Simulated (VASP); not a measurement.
# Cd (P6_3/mmc) in VASP: single point with r2SCAN

Aim: the single point of Cd with r2SCAN.

All numbers are computed with VASP 6.6.1; they aren't measurements. Logs are shortened: lines on timing, memory, paths and dates and some standing lists are left out, and cuts for length are marked.

## (1) The cell of the first run

The structure is hexagonal, space group P6_3/mmc (No. 194). The conventional cell has a = 2.962 Å, b = 2.962 Å, c = 5.800 Å, α = 90.00°, β = 90.00°, γ = 120.00°. Cd (site symmetry -6m2) has 12 Cd at 2.96 to 3.37 Å within 3.9 Å.

## (2) Single point, r2SCAN

POSCAR

```
Cd
1.0
    2.9615993458      0.0000000000      0.0000000000
   -1.4807996729      2.5648202693      0.0000000000
    0.0000000000      0.0000000000      5.7997405006
Cd
2
Direct
    0.3333333333      0.6666666667      0.2500000000
    0.6666666667      0.3333333333      0.7500000000
```

INCAR.step1

```
PREC = Accurate
ENCUT = 520
ISMEAR = 0
SIGMA = 0.1
LREAL = F
LASPH = T
NELM = 80
NBANDS = 19
GGA = PE
ALGO = Normal
EDIFF = 1E-4
LWAVE = T
LCHARG = F
```

INCAR.step2

```
PREC = Accurate
ENCUT = 520
EDIFF = 1E-6
ISMEAR = 0
SIGMA = 0.1
LREAL = F
LASPH = T
NELM = 80
ALGO = Normal
ISIF = 2
LWAVE = F
LCHARG = F
METAGGA = R2SCAN
LMIXTAU = T
NBANDS = 19
ISTART = 1
```

KPOINTS

```
regular mesh
0
Gamma
  18 18 8
```

Potentials or basis: VASP PAW PBE potentials, release 64 (Cd).

Started as:

```bash
> cat potpaw_PBE.64/Cd/POTCAR > POTCAR
> cp INCAR.step1 INCAR
> mpirun -np 1 vasp_std > vasp.out
> cp INCAR.step2 INCAR
> mpirun -np 1 vasp_std > vasp.out
```

OUTCAR:

```text
PREC = Accurate
   ENCUT = 520
   EDIFF = 1E-6
   ISMEAR = 0
   LREAL = F
   LASPH = T
   NELM = 80
   ISIF = 2
   METAGGA = R2SCAN
   ISTART = 1

 ion  position               nearest neighbor table
   1  0.333  0.667  0.250-   2 3.37   2 3.37   2 3.37   2 3.37   2 3.37   2 3.37
   2  0.667  0.333  0.750-   1 3.37   1 3.37   1 3.37   1 3.37   1 3.37   1 3.37

  LATTYP: Found a hexagonal cell.
 ALAT       =     2.9615993458
 C/A-ratio  =     1.9583136756

  Lattice vectors:

 A1 = (   2.9615993458,   0.0000000000,   0.0000000000)
 A2 = (  -1.4807996729,   2.5648202693,   0.0000000000)
 A3 = (   0.0000000000,   0.0000000000,   5.7997405006)

Analysis of symmetry for initial positions (statically):
=====================================================================
 Subroutine PRICEL returns:
 Original cell was already a primitive cell.

 Routine SETGRP: Setting up the symmetry group for a
 hexagonal supercell.

 Subroutine GETGRP returns: Found 24 space group operations
 (whereof 12 operations were pure point group operations)
 out of a pool of 24 trial point group operations.

The static configuration has the point symmetry D_3d.
 The point group associated with its full space group is D_6h.

Analysis of symmetry for dynamics (positions and initial velocities):
=====================================================================
 Subroutine PRICEL returns:
 Original cell was already a primitive cell.

 Routine SETGRP: Setting up the symmetry group for a
 hexagonal supercell.

 Subroutine GETGRP returns: Found 24 space group operations
 (whereof 12 operations were pure point group operations)
 out of a pool of 24 trial point group operations.

The dynamic configuration has the point symmetry D_3d.
 The point group associated with its full space group is D_6h.

 Subroutine INISYM returns: Found 24 space group operations
 (whereof 12 operations are pure point group operations),
 and found     1 'primitive' translations

----------------------------------------------------------------------------------------

                                     Primitive cell

  volume of cell :      44.0547

  direct lattice vectors                    reciprocal lattice vectors
     2.961599346  0.000000000  0.000000000     0.337655396  0.194945434  0.000000000
    -1.480799673  2.564820269  0.000000000     0.000000000  0.389890868  0.000000000
     0.000000000  0.000000000  5.799740501     0.000000000  0.000000000  0.172421507

  length of vectors
     2.961599346  2.961599346  5.799740501     0.389890868  0.389890868  0.172421507

  position of ions in fractional coordinates (direct lattice)
     0.333333333  0.666666667  0.250000000
     0.666666667  0.333333333  0.750000000

  ion indices of the primitive-cell ions
   primitive index   ion index
                 1           1
                 2           2

----------------------------------------------------------------------------------------

 KPOINTS: regular mesh

Automatic generation of k-mesh.
 Grid dimensions read from file:
 generate k-points for:   18   18    8

 Generating k-lattice:

  Cartesian coordinates                     Fractional coordinates (reciprocal lattice)
     0.018758633  0.010830302  0.000000000     0.055555556  0.000000000  0.000000000
     0.000000000  0.021660604  0.000000000     0.000000000  0.055555556  0.000000000
     0.000000000  0.000000000  0.021552688     0.000000000  0.000000000  0.125000000

  Length of vectors
     0.021660604  0.021660604  0.021552688

  Shift w.r.t. Gamma in fractional coordinates (k-lattice)
     0.000000000  0.000000000  0.000000000

 Subroutine IBZKPT returns following result:
 ===========================================

 Found    185 irreducible k-points:

 Following reciprocal coordinates:
            Coordinates               Weight
  0.000000  0.000000  0.000000      1.000000
  0.055556 -0.000000  0.000000      6.000000
  0.111111 -0.000000  0.000000      6.000000
  0.166667 -0.000000  0.000000      6.000000
  0.222222  0.000000  0.000000      6.000000
  0.277778 -0.000000  0.000000      6.000000
[... 16 lines left out ...]
  0.333333  0.111111  0.000000     12.000000
  0.388889  0.111111  0.000000     12.000000
 [... further k-points ...]
   k-points           NKPTS =    185   k-points in BZ     NKDIM =    185   number of bands    NBANDS=     19
   number of dos      NEDOS =    301   number of ions     NIONS =      2
   total plane-waves  NPLWV =  27648
   dimension x,y,z NGX =    24 NGY =   24 NGZ =   48
   dimension x,y,z NGXF=    48 NGYF=   48 NGZF=   96
   ions per type =               2
   NGX,Y,Z   is equivalent  to a cutoff of  13.47, 13.47, 13.76 a.u.
   NGXF,Y,Z  is equivalent  to a cutoff of  26.94, 26.94, 27.52 a.u.
 SYSTEM =  unknown system
   PREC   = accura    normal or accurate (medium, high low for compatibility)
   ISTART =      1    job   : 0-new  1-cont  2-samecut
   ICHARG =      0    charge: 1-file 2-atom 10-const
   ISPIN  =      1    spin polarized calculation?
   LNONCOLLINEAR =      F non collinear calculations
   LSORBIT =      F    spin-orbit coupling
   LASPH  =      T    aspherical Exc in radial PAW
   ENCUT  =  520.0 eV  38.22 Ry    6.18 a.u.   5.51  5.51 10.78*2*pi/ulx,y,z
   NELM   =     80;   NELMIN=  2; NELMDL=  0     # of ELM steps
   EDIFF  = 0.1E-05   stopping-criterion for ELM
   LREAL  =      F    real-space projection
   EDIFFG = 0.1E-04   stopping-criterion for IOM
   NSW    =      0    number of steps for IOM
   IBRION =     -1    ionic relax: 0-MD 1-quasi-New 2-CG
   NFREE  =      0    steps in history (QN), initial steepest desc. (CG)
   ISIF   =      2    stress and relaxation
   ISYM   =      2    0-nonsym 1-usesym 2-fastsym
   POTIM  = 0.5000    time-step for ionic-motion
   TEBEG  =    0.0;   TEEND  =   0.0 temperature during run
   PSTRESS=    0.0 pullay stress
   NELECT =      24.0000    total number of electrons
   NUPDOWN=      -1.0000    fix difference up-down
   EMIN   =  10.00;   EMAX   =-10.00  energy-range for DOS
   EFERMI =   0.00;   METHOD = LEGACY
   ISMEAR =     0;   SIGMA  =   0.10  broadening in eV -4-tet -1-fermi 0-gaus
   EFERMI_NEDOS =   21; number of points for ismear=-14 and -15
   IALGO  =     38    algorithm
   IMIX   =      4    mixing-type and parameters
     AMIX     =   0.40;   BMIX     =  1.00
     AMIX_MAG =   1.60;   BMIX_MAG =  1.00
  volume/ion in A,a.u.               =      22.03       148.65
  Fermi-wavevector in a.u.,A,eV,Ry     =   1.337051  2.526660 24.323209  1.787705
  Thomas-Fermi vector in A             =   2.465630
   LORBIT       =      0    0 simple, 1 ext, 2 COOP (PROOUT), +10 PAW based schemes
   METAGGA = R2SCAN    functional components
   LHFCALC =     F    Hartree Fock is set to
   AEXX    =    0.0000 exact exchange contribution
   IVDW    =     0    specifies the selected vdW correction
   LEPSILON=     F    determine dielectric tensor
   LRPA    =     F    only Hartree local field effects (RPA)
 non-spin polarized calculation
 Gauss-broadening in eV      SIGMA  =   0.10
  energy-cutoff  :      520.00
  volume of cell :       44.05
 maximum number of plane-waves:      1220
 NGX is ok and might be reduce to    24
   NGX = 11   NGY = 11   NGZ = 21

 number of electron      23.9999991 magnetization

 Free energy of the ion-electron system (eV)
  ---------------------------------------------------
  ext. energy  EPLUGINS =         0.00000000
  ---------------------------------------------------
  free energy    TOTEN  =       -40.20242486 eV

  energy without entropy =      -40.20062831  energy(sigma->0) =      -40.20152659

 E-fermi :   2.8130     XC(G=0): -11.6705

 val. band max:        2.8039213872   @ k =   0.2222   0.0556   0.1250
 cond. band min:       2.8349334553   @ k =   0.1111  -0.0000   0.2500
 fundamental gap:      0.0310120682
 Fermi energy:         2.8129644802

 k-point     1 :       0.0000    0.0000    0.0000
  band No.  band energies     occupation
      1      -7.5642      2.00000
      2      -7.3467      2.00000
      3      -6.8806      2.00000
      4      -6.8806      2.00000
      5      -6.8397      2.00000
      6      -6.8397      2.00000
[... 11 lines left out ...]
     18      18.9093      0.00000
     19      19.3081      0.00000

 k-point     2 :       0.0556   -0.0000    0.0000
  band No.  band energies     occupation
      1      -7.5286      2.00000
      2      -7.3118      2.00000
      3      -6.8944      2.00000
      4      -6.8525      2.00000
      5      -6.8501      2.00000
      6      -6.8100      2.00000
[... 11 lines left out ...]
     18      18.1228      0.00000
     19      19.7168      0.00000

 k-point     3 :       0.1111   -0.0000    0.0000
  band No.  band energies     occupation
      1      -7.4367      2.00000
      2      -7.2300      2.00000
      3      -6.9298      2.00000
      4      -6.8787      2.00000
      5      -6.7616      2.00000
      6      -6.7239      2.00000
[... 11 lines left out ...]
     18      17.6475      0.00000
     19      19.5045      0.00000

 k-point     4 :       0.1667   -0.0000    0.0000
  band No.  band energies     occupation
      1      -7.3531      2.00000
      2      -7.1556      2.00000
      3      -6.9753      2.00000
      4      -6.8516      2.00000
      5      -6.6233      2.00000
      6      -6.5896      2.00000
[... 407 lines left out ...]
     18      14.9860      0.00000
     19      15.7548      0.00000

 k-point    23 :       0.3333    0.1111    0.0000
  band No.  band energies     occupation
      1      -7.4974      2.00000
      2      -7.3208      2.00000
      3      -7.1675      2.00000
      4      -6.8127      2.00000
      5      -6.6042      2.00000
      6      -6.5829      2.00000
[... 11 lines left out ...]
     18      14.5005      0.00000
     19      15.4460      0.00000

 k-point    24 :       0.3889    0.1111    0.0000
  band No.  band energies     occupation
      1      -7.5499      2.00000
      2      -7.3723      2.00000
      3      -7.2333      2.00000
      4      -6.8438      2.00000
      5      -6.6210      2.00000
      6      -6.5282      2.00000
[... 11 lines left out ...]
     18      14.1927      0.00000
     19      15.2438      0.00000

 [... further k-points ...]

------------------------ aborting loop because EDIFF is reached ----------------------------------------

  FORCE on cell =-STRESS in cart. coord.  units (eV):
  Direction    XX          YY          ZZ          XY          YZ          ZX
  --------------------------------------------------------------------------------------
  -------------------------------------------------------------------------------------
  Total        0.1207967      0.1207967      0.0512537      0.0000000      0.0000000      0.0000000
  in kB        4.3931289      4.3931289      1.8639906      0.0000000      0.0000000      0.0000000
  external PRESSURE =       3.5500828 kB  Pullay stress =       0.0000000 kB

 VOLUME and BASIS-vectors are now :
 -----------------------------------------------------------------------------
  energy-cutoff  :      520.00
  volume of cell :       44.05
      direct lattice vectors                 reciprocal lattice vectors
     2.961599346  0.000000000  0.000000000     0.337655396  0.194945434  0.000000000
    -1.480799673  2.564820269  0.000000000     0.000000000  0.389890868  0.000000000
     0.000000000  0.000000000  5.799740501     0.000000000  0.000000000  0.172421507

 POSITION                                       TOTAL-FORCE (eV/Angst)
 -----------------------------------------------------------------------------------
     -0.00000      1.70988      1.44994         0.000000     -0.000000      0.000000
      1.48080      0.85494      4.34981        -0.000000      0.000000      0.000000
 -----------------------------------------------------------------------------------
    total drift:                               -0.000000      0.000000      0.000000

  FREE ENERGIE OF THE ION-ELECTRON SYSTEM (eV)
  ---------------------------------------------------
  free  energy   TOTEN  =       -40.2024248631 eV

  energy  without entropy=      -40.2006283088  energy(sigma->0) =      -40.20152659
```

Run time: 5.3 min. Hardware: 1 thread of Intel Xeon Platinum 8375C at 2.90GHz (Ice Lake), shared host; peak memory 0.26 GiB.

What came out:

- Free energy: -40.2024 eV
- Pressure: 0.4 GPa
- Band gap on the k mesh: zero (band 12 reaches 4.47 eV, above the bottom of band 13 at -0.31 eV)

Levels at points of the mesh, in eV from the Fermi level:
```tsv
k point	band 9	band 10	band 11	band 12	band 13	band 14	band 15	band 16
(0.00, 0.00, 0.00)	-9.05	-8.92	-8.92	-3.63	-3.12	9.86	14.38	15.35
(0.50, 0.00, 0.00)	-8.59	-8.57	-2.29	-1.73	1.84	3.13	3.22	5.42
(0.00, 0.00, 0.50)	-9.01	-9.01	-7.60	-7.60	3.22	3.22	15.66	15.66
(0.50, 0.00, 0.50)	-8.58	-8.58	-1.55	-1.55	0.26	0.26	8.04	8.04
```

Caveat: the PAW data sets were made with another functional, which shifts forces and pressure a little.
